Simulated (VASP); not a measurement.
# CdTe (I-4m2) in VASP: further runs

The runs below take CdTe through single point, with r2SCAN.

Program: VASP 6.6.1. These are calculated values, not measurements. Logs are shortened: lines on timing, memory, paths and dates and some standing lists are left out, and cuts for length are marked.

## Step 1: The cell of the first run

The structure is tetragonal, space group I-4m2 (No. 119). Conventional cell: a = 4.306 Å, b = 4.306 Å, c = 6.570 Å, α = 90.00°, β = 90.00°, γ = 90.00°. Within 3.6 Å of Cd (site symmetry -4m2) lie 4 Te at 2.71 Å. Within 3.6 Å of Te (site symmetry -4m2) lie 4 Cd at 2.71 Å.

## Step 2: Single point, r2SCAN (strain -0.050 along x and y, +0.025 along z)

File POSCAR:

```
CdTe
1.0
    0.0000000000      3.0447500000      3.2851250000
    3.0447500000      0.0000000000      3.2851250000
    3.0447500000      3.0447500000      0.0000000000
Cd Te
1 1
Direct
    0.0000000000      0.0000000000      0.0000000000
    0.7500000000      0.7500000000      0.7500000000
```

File INCAR.step1:

```
PREC     = Accurate       # precision mode
ENCUT    = 520            # plane-wave cutoff, eV
ISMEAR   = 0              # smearing method
SIGMA    = 0.05           # smearing width, eV
LREAL    = False          # projectors in reciprocal space
LASPH    = True           # aspherical terms in the spheres
NELM     = 80             # most SCF steps
NBANDS   = 16             # bands
GGA      = PE             # functional
ALGO     = Normal         # electronic algorithm
EDIFF    = 1E-4           # SCF threshold, eV
LWAVE    = True           # write WAVECAR
LCHARG   = False          # write CHGCAR
```

File INCAR.step2:

```
PREC     = Accurate       # precision mode
ENCUT    = 520            # plane-wave cutoff, eV
EDIFF    = 1E-6           # SCF threshold, eV
ISMEAR   = 0              # smearing method
SIGMA    = 0.05           # smearing width, eV
LREAL    = False          # projectors in reciprocal space
LASPH    = True           # aspherical terms in the spheres
NELM     = 80             # most SCF steps
ALGO     = Normal         # electronic algorithm
ISIF     = 2              # what is computed and relaxed
LWAVE    = False          # write WAVECAR
LCHARG   = True           # write CHGCAR
METAGGA  = R2SCAN         # meta-GGA
LMIXTAU  = True         
LELF     = True           # ELF
LVHAR    = True         
NBANDS   = 16             # bands
ISTART   = 1
```

File KPOINTS:

```
Automatic mesh
0
Gamma
  8 8 8
```

Potentials or basis: VASP PAW PBE potentials, release 64 (Cd, Te).

Launch:

```
> cat potpaw_PBE.64/Cd/POTCAR potpaw_PBE.64/Te/POTCAR > POTCAR
> cp INCAR.step1 INCAR
> mpirun -np 1 vasp_std > vasp.out
> cp INCAR.step2 INCAR
> mpirun -np 1 vasp_std > vasp.out
```

OUTCAR:

```text
PREC = Accurate
   ENCUT = 520
   EDIFF = 1E-6
   ISMEAR = 0
   LREAL = False
   LASPH = True
   NELM = 80
   ISIF = 2
   METAGGA = R2SCAN
   ISTART = 1

 ion  position               nearest neighbor table
   1  0.000  0.000  0.000-   2 2.71   2 2.71   2 2.71   2 2.71
   2  0.750  0.750  0.750-   1 2.71   1 2.71   1 2.71   1 2.71

  LATTYP: Found a body centered tetragonal cell.
 ALAT       =     4.3059267440
 C/A-ratio  =     1.5258620015

  Lattice vectors:

 A1 = (  -3.0447500000,   0.0000000000,   3.2851250000)
 A2 = (   3.0447500000,   0.0000000000,   3.2851250000)
 A3 = (   0.0000000000,   3.0447500000,  -3.2851250000)

Analysis of symmetry for initial positions (statically):
=====================================================================
 Subroutine PRICEL returns:
 Original cell was already a primitive cell.

 Routine SETGRP: Setting up the symmetry group for a
 body centered tetragonal supercell.

 Subroutine GETGRP returns: Found  8 space group operations
 (whereof  8 operations were pure point group operations)
 out of a pool of 16 trial point group operations.

The static configuration has the point symmetry D_2d.

Analysis of symmetry for dynamics (positions and initial velocities):
=====================================================================
 Subroutine PRICEL returns:
 Original cell was already a primitive cell.

 Routine SETGRP: Setting up the symmetry group for a
 body centered tetragonal supercell.

 Subroutine GETGRP returns: Found  8 space group operations
 (whereof  8 operations were pure point group operations)
 out of a pool of 16 trial point group operations.

The dynamic configuration has the point symmetry D_2d.

 Subroutine INISYM returns: Found  8 space group operations
 (whereof  8 operations are pure point group operations),
 and found     1 'primitive' translations

----------------------------------------------------------------------------------------

                                     Primitive cell

  volume of cell :      60.9095

  direct lattice vectors                    reciprocal lattice vectors
     0.000000000  3.044750000  3.285125000    -0.164217095  0.164217095  0.152201210
     3.044750000  0.000000000  3.285125000     0.164217095 -0.164217095  0.152201210
     3.044750000  3.044750000  0.000000000     0.164217095  0.164217095 -0.152201210

  length of vectors
     4.479123667  4.479123667  4.305926744     0.277668358  0.277668358  0.277668358

  position of ions in fractional coordinates (direct lattice)
     0.000000000  0.000000000  0.000000000
     0.750000000  0.750000000  0.750000000

  ion indices of the primitive-cell ions
   primitive index   ion index
                 1           1
                 2           2

----------------------------------------------------------------------------------------

 KPOINTS: Automatic mesh

Automatic generation of k-mesh.
 Grid dimensions read from file:
 generate k-points for:    8    8    8

 Generating k-lattice:

  Cartesian coordinates                     Fractional coordinates (reciprocal lattice)
    -0.020527137  0.020527137  0.019025151     0.125000000 -0.000000000  0.000000000
     0.020527137 -0.020527137  0.019025151    -0.000000000  0.125000000  0.000000000
     0.020527137  0.020527137 -0.019025151     0.000000000  0.000000000  0.125000000

  Length of vectors
     0.034708545  0.034708545  0.034708545

  Shift w.r.t. Gamma in fractional coordinates (k-lattice)
     0.000000000  0.000000000  0.000000000

 Subroutine IBZKPT returns following result:
 ===========================================

 Found     59 irreducible k-points:

 Following reciprocal coordinates:
            Coordinates               Weight
  0.000000  0.000000  0.000000      1.000000
  0.125000  0.000000  0.000000      8.000000
  0.250000  0.000000  0.000000      8.000000
  0.375000  0.000000  0.000000      8.000000
  0.500000  0.000000  0.000000      4.000000
  0.125000  0.125000  0.000000      2.000000
[... 16 lines left out ...]
  0.250000  0.000000  0.125000     16.000000
  0.375000  0.000000  0.125000     16.000000
 [... further k-points ...]
   k-points           NKPTS =     59   k-points in BZ     NKDIM =     59   number of bands    NBANDS=     16
   number of dos      NEDOS =    301   number of ions     NIONS =      2
   total plane-waves  NPLWV =  41472
   dimension x,y,z NGX =    36 NGY =   36 NGZ =   32
   dimension x,y,z NGXF=    72 NGYF=   72 NGZF=   64
   ions per type =               1   1
   NGX,Y,Z   is equivalent  to a cutoff of  13.36, 13.36, 12.35 a.u.
   NGXF,Y,Z  is equivalent  to a cutoff of  26.72, 26.72, 24.71 a.u.
 SYSTEM =  unknown system
   PREC   = accura    normal or accurate (medium, high low for compatibility)
   ISTART =      1    job   : 0-new  1-cont  2-samecut
   ICHARG =      0    charge: 1-file 2-atom 10-const
   ISPIN  =      1    spin polarized calculation?
   LNONCOLLINEAR =      F non collinear calculations
   LSORBIT =      F    spin-orbit coupling
   LASPH  =      T    aspherical Exc in radial PAW
   ENCUT  =  520.0 eV  38.22 Ry    6.18 a.u.   8.33  8.33  8.01*2*pi/ulx,y,z
   NELM   =     80;   NELMIN=  2; NELMDL=  0     # of ELM steps
   EDIFF  = 0.1E-05   stopping-criterion for ELM
   LREAL  =      F    real-space projection
   EDIFFG = 0.1E-04   stopping-criterion for IOM
   NSW    =      0    number of steps for IOM
   IBRION =     -1    ionic relax: 0-MD 1-quasi-New 2-CG
   NFREE  =      0    steps in history (QN), initial steepest desc. (CG)
   ISIF   =      2    stress and relaxation
   ISYM   =      2    0-nonsym 1-usesym 2-fastsym
   POTIM  = 0.5000    time-step for ionic-motion
   TEBEG  =    0.0;   TEEND  =   0.0 temperature during run
   PSTRESS=    0.0 pullay stress
   NELECT =      18.0000    total number of electrons
   NUPDOWN=      -1.0000    fix difference up-down
   EMIN   =  10.00;   EMAX   =-10.00  energy-range for DOS
   EFERMI =   0.00;   METHOD = LEGACY
   ISMEAR =     0;   SIGMA  =   0.05  broadening in eV -4-tet -1-fermi 0-gaus
   EFERMI_NEDOS =   21; number of points for ismear=-14 and -15
   IALGO  =     38    algorithm
   IMIX   =      4    mixing-type and parameters
     AMIX     =   0.40;   BMIX     =  1.00
     AMIX_MAG =   1.60;   BMIX_MAG =  1.00
  volume/ion in A,a.u.               =      30.45       205.52
  Fermi-wavevector in a.u.,A,eV,Ry     =   1.090445  2.060643 16.178297  1.189071
  Thomas-Fermi vector in A             =   2.226670
   LORBIT       =      0    0 simple, 1 ext, 2 COOP (PROOUT), +10 PAW based schemes
   METAGGA = R2SCAN    functional components
   LHFCALC =     F    Hartree Fock is set to
   AEXX    =    0.0000 exact exchange contribution
   IVDW    =     0    specifies the selected vdW correction
   LEPSILON=     F    determine dielectric tensor
   LRPA    =     F    only Hartree local field effects (RPA)
 non-spin polarized calculation
 Gauss-broadening in eV      SIGMA  =   0.05
  energy-cutoff  :      520.00
  volume of cell :       60.91
 maximum number of plane-waves:      1668
 NGX is ok and might be reduce to    36
   NGX = 17   NGY = 17   NGZ = 17

 number of electron      18.0000001 magnetization

 Free energy of the ion-electron system (eV)
  ---------------------------------------------------
  ext. energy  EPLUGINS =         0.00000000
  ---------------------------------------------------
  free energy    TOTEN  =       -46.41174032 eV

  energy without entropy =      -46.41174032  energy(sigma->0) =      -46.41174032

 E-fermi :   3.5067     XC(G=0):  -9.6378

 val. band max:        3.3000287541   @ k =   0.0000   0.0000   0.0000
 cond. band min:       4.8190430305   @ k =   0.0000   0.0000   0.0000
 fundamental gap:      1.5190142763
 Fermi energy:         3.5066706246

 k-point     1 :       0.0000    0.0000    0.0000
  band No.  band energies     occupation
      1      -9.0563      2.00000
      2      -5.8290      2.00000
      3      -5.8050      2.00000
      4      -5.8050      2.00000
      5      -5.4445      2.00000
      6      -5.4233      2.00000
[... 8 lines left out ...]
     15      12.4915      0.00000
     16      13.0684      0.00000

 k-point     2 :       0.1250    0.0000    0.0000
  band No.  band energies     occupation
      1      -8.9783      2.00000
      2      -5.8087      2.00000
      3      -5.7888      2.00000
      4      -5.7577      2.00000
      5      -5.4430      2.00000
      6      -5.4266      2.00000
[... 8 lines left out ...]
     15      12.2661      0.00000
     16      12.7778      0.00000

 k-point     3 :       0.2500    0.0000    0.0000
  band No.  band energies     occupation
      1      -8.7884      2.00000
      2      -5.7732      2.00000
      3      -5.7518      2.00000
      4      -5.5761      2.00000
      5      -5.4318      2.00000
      6      -5.4299      2.00000
[... 8 lines left out ...]
     15      12.3226      0.00000
     16      12.4122      0.00000

 k-point     4 :       0.3750    0.0000    0.0000
  band No.  band energies     occupation
      1      -8.5998      2.00000
      2      -5.7459      2.00000
      3      -5.7193      2.00000
      4      -5.4317      2.00000
      5      -5.4314      2.00000
      6      -5.2083      2.00000
[... 8 lines left out ...]
     15      13.0459      0.00000
     16      13.4018      0.00000

 k-point     5 :       0.5000    0.0000    0.0000
  band No.  band energies     occupation
      1      -8.5236      2.00000
      2      -5.7371      2.00000
      3      -5.7076      2.00000
      4      -5.4291      2.00000
      5      -5.4185      2.00000
      6      -4.9619      2.00000
[... 8 lines left out ...]
     15      14.1296      0.00000
     16      14.5948      0.00000

 k-point     6 :       0.1250    0.1250    0.0000
  band No.  band energies     occupation
      1      -8.9605      2.00000
      2      -5.7770      2.00000
      3      -5.7742      2.00000
      4      -5.7742      2.00000
      5      -5.4569      2.00000
      6      -5.4190      2.00000
[... 8 lines left out ...]
     15      12.3667      0.00000
     16      13.9301      0.00000
[... 267 lines left out ...]
 k-point    21 :       0.5000    0.5000    0.0000
  band No.  band energies     occupation
      1      -8.3964      2.00000
      2      -5.5820      2.00000
      3      -5.5736      2.00000
      4      -5.5736      2.00000
      5      -5.3934      2.00000
      6      -4.8888      2.00000
[... 8 lines left out ...]
     15      14.9695      0.00000
     16      15.8715      0.00000

 k-point    22 :       0.1250    0.0000    0.1250
  band No.  band energies     occupation
      1      -8.9484      2.00000
      2      -5.8013      2.00000
      3      -5.7713      2.00000
      4      -5.7568      2.00000
      5      -5.4373      2.00000
      6      -5.4292      2.00000
[... 8 lines left out ...]
     15      12.5692      0.00000
     16      12.9517      0.00000

 k-point    23 :       0.2500    0.0000    0.1250
  band No.  band energies     occupation
      1      -8.7936      2.00000
      2      -5.7695      2.00000
      3      -5.7378      2.00000
      4      -5.6350      2.00000
      5      -5.4327      2.00000
      6      -5.4154      2.00000
[... 8 lines left out ...]
     15      12.6822      0.00000
     16      13.5310      0.00000

 k-point    24 :       0.3750    0.0000    0.1250
  band No.  band energies     occupation
      1      -8.6061      2.00000
      2      -5.7390      2.00000
      3      -5.7040      2.00000
      4      -5.4904      2.00000
      5      -5.4225      2.00000
      6      -5.2481      2.00000
[... 8 lines left out ...]
     15      13.1321      0.00000
     16      13.9493      0.00000

 [... further k-points ...]
[... 5 lines left out ...]
  --------------------------------------------------------------------------------------
  -------------------------------------------------------------------------------------
  Total        3.2946385      3.2946385      2.9039587      0.0000000      0.0000000      0.0000000
  in kB       86.6628931     86.6628931     76.3863643      0.0000000      0.0000000      0.0000000
  external PRESSURE =      83.2373835 kB  Pullay stress =       0.0000000 kB

 VOLUME and BASIS-vectors are now :
 -----------------------------------------------------------------------------
  energy-cutoff  :      520.00
  volume of cell :       60.91
      direct lattice vectors                 reciprocal lattice vectors
     0.000000000  3.044750000  3.285125000    -0.164217095  0.164217095  0.152201210
     3.044750000  0.000000000  3.285125000     0.164217095 -0.164217095  0.152201210
     3.044750000  3.044750000  0.000000000     0.164217095  0.164217095 -0.152201210

 POSITION                                       TOTAL-FORCE (eV/Angst)
 -----------------------------------------------------------------------------------
      0.00000      0.00000      0.00000         0.000000      0.000000      0.000000
      4.56712      4.56712      4.92769        -0.000000     -0.000000     -0.000000
 -----------------------------------------------------------------------------------
    total drift:                                0.000013      0.000013     -0.000015

  FREE ENERGIE OF THE ION-ELECTRON SYSTEM (eV)
  ---------------------------------------------------
  free  energy   TOTEN  =       -46.4117403221 eV

  energy  without entropy=      -46.4117403221  energy(sigma->0) =      -46.41174032
```

Wall time 74 s (1 thread of Intel Xeon 6975P-C (Granite Rapids), shared host); peak memory 0.23 GiB.

What came out:

| Item | Value |
| --- | --- |
| Free energy | -46.4117 eV |
| Pressure | 8.3 GPa |
| Band gap on the k mesh | 1.52 eV, direct |

Levels at points of the mesh, in eV from the valence-band top:
```tsv
k point	band 7	band 8	band 9	band 10	band 11	band 12
(0.00, 0.00, 0.00)	-0.33	0.00	0.00	1.52	4.85	4.85
(0.50, 0.00, 0.00)	-5.30	-1.31	-0.84	2.17	5.25	5.69
(0.50, 0.50, 0.00)	-5.33	-2.17	-2.17	2.80	3.25	9.61
(0.50, 0.00, 0.50)	-4.90	-2.63	-2.47	2.39	2.61	9.77
```

Caveat: the cell differs from its parent crystal (strain -0.050 along x and y, +0.025 along z); the PAW data sets were made with another functional, which shifts forces and pressure a little; spin-orbit coupling is left out, which moves the levels of the heavy elements.

## Step 3: Single point, r2SCAN (strain -0.050 along x and y, +0.050 along z)

File POSCAR:

```
CdTe
1.0
    0.0000000000      3.0447500000      3.3652500000
    3.0447500000      0.0000000000      3.3652500000
    3.0447500000      3.0447500000      0.0000000000
Cd Te
1 1
Direct
    0.0000000000      0.0000000000      0.0000000000
    0.7500000000      0.7500000000      0.7500000000
```

File INCAR.step1:

```
SYSTEM = CdTe
PREC = Accurate
ENCUT = 520
ISMEAR = 0
SIGMA = 0.05
LREAL = .False.
LASPH = .True.
NELM = 60
NBANDS = 16
GGA = PE
ALGO = Normal
EDIFF = 1E-4
LWAVE = .True.
LCHARG = .False.
```

File INCAR.step2:

```
SYSTEM = CdTe
PREC = Accurate
ENCUT = 520
EDIFF = 1E-6
ISMEAR = 0
SIGMA = 0.05
LREAL = .False.
LASPH = .True.
NELM = 60
ALGO = Normal
ISIF = 2
LWAVE = .False.
LCHARG = .False.
METAGGA = R2SCAN
LMIXTAU = .True.
NBANDS = 16
ISTART = 1
```

File KPOINTS:

```
regular mesh
0
Gamma
  8 8 8
  0 0 0
```

Potentials or basis: VASP PAW PBE potentials, release 64 (Cd, Te).

Launch:

```
> cat potpaw_PBE.64/Cd/POTCAR potpaw_PBE.64/Te/POTCAR > POTCAR
> cp INCAR.step1 INCAR
> mpirun -np 1 vasp_std > vasp.out
> cp INCAR.step2 INCAR
> mpirun -np 1 vasp_std > vasp.out
```

It took 81 s on 1 thread of Intel Xeon 6975P-C (Granite Rapids), shared host; peak memory 0.24 GiB.

The run converged. Its results:

| Property | Result |
| --- | --- |
| Free energy | -46.4720 eV |
| Pressure | 6.5 GPa |
| Band gap on the k mesh | 1.38 eV, direct |

Stress tensor (GPa, compression positive):
```
7.02 0.00 0.00
0.00 7.02 0.00
0.00 0.00 5.39
```

Levels at points of the mesh, in eV from the valence-band top:
```
           k point  band 7  band 8  band 9  band 10  band 11  band 12
(0.00, 0.00, 0.00)   -0.45    0.00    0.00     1.38     4.87     4.87
(0.50, 0.00, 0.00)   -5.16   -1.36   -0.76     2.06     5.24     5.76
(0.50, 0.50, 0.00)   -5.30   -2.02   -2.02     2.91     3.37     9.27
(0.50, 0.00, 0.50)   -4.74   -2.60   -2.41     2.40     2.55     9.41
```

Caveat: the cell differs from its parent crystal (strain -0.050 along x and y, +0.050 along z); the PAW data sets were made with another functional, which shifts forces and pressure a little; spin-orbit coupling is left out, which moves the levels of the heavy elements.

(Part 1 of 2 ends here.)
